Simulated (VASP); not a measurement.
Set up this calculation in VASP 6.6.1, as the native input.

| Quantity | Value |
| --- | --- |
| Task | single point |
| Functional | PBEsol |
| Potentials or basis | VASP PAW PBE potentials, release 64 (C) |
| Cutoff | 520 eV |
| k mesh | 6 × 6 × 4 |
| Occupations | gaussian, width 0.05 eV |
| Spin | no spin polarisation |
| Dipole correction | no |
| Further INCAR settings | LREAL = Auto; ALGO = Normal; EDIFF = 1e-07; NBANDS = 46 |

The structure of C lies in POSCAR:

```
C
1.0
   -2.4263873541      2.4263873541      2.4263873541
    2.4263873541     -2.4263873541      2.4263873541
    4.8527747083      4.8527747083      0.0000000000
C
16
Direct
    0.3255598828      0.0009100057     -0.0001485995
    0.8255598828      0.5009100057      0.4998514005
    0.3376227789      0.3382643044      0.3372056992
    0.8333270961      0.8237042125      0.8395832909
    0.0002684802      0.3262014083     -0.0001485995
    0.5002684802      0.8262014083      0.4998514005
    0.8376227789      0.8382643044      0.1624971018
    0.3376227789      0.3382643044      0.6624971018
    0.0002684802      0.6756186031     -0.0001485995
    0.5002684802      0.1756186031      0.4998514005
    0.1629141815      0.1635557070      0.1624971018
    0.6629141815      0.6635557070      0.6624971018
    0.6749770776      0.0009100057     -0.0001485995
    0.1749770776      0.5009100057      0.4998514005
    0.6629141815      0.6635557070      0.3372056992
    0.1629141815      0.1635557070      0.8372056992
```

This cell differs from its parent crystal: atom 4 moved 0.06 Å.

One way to write it, as run:

INCAR

```
  PREC = Accurate
  ENCUT = 520
  EDIFF = 1E-7
  ISMEAR = 0
  SIGMA = 0.05
  LREAL = Auto
  LASPH = T
  NELM = 80
  ALGO = Normal
  ISIF = 2
  LWAVE = F
  LCHARG = T
  GGA = PS
  LELF = T
  LVHAR = T
  NBANDS = 46
```

KPOINTS

```
Automatic mesh
0
Gamma
  6 6 4
```

Potentials or basis: VASP PAW PBE potentials, release 64 (C).

The run is started by

```console
$ cat potpaw_PBE.64/C/POTCAR > POTCAR
$ mpirun -np 1 vasp_std > vasp.out
```

Results of the run:

```
Pressure               : 0.7 GPa
Largest force          : 1.939 eV/Å
Band gap on the k mesh : 2.77 eV
```

Caveat: the cell differs from its parent crystal (atom 4 moved 0.06 Å); the PAW data sets were made with another functional, which shifts forces and pressure a little.

It took 8.9 min on 1 thread of Oxide Virtual Turin-like Processor (shared host), peak memory 0.34 GiB.
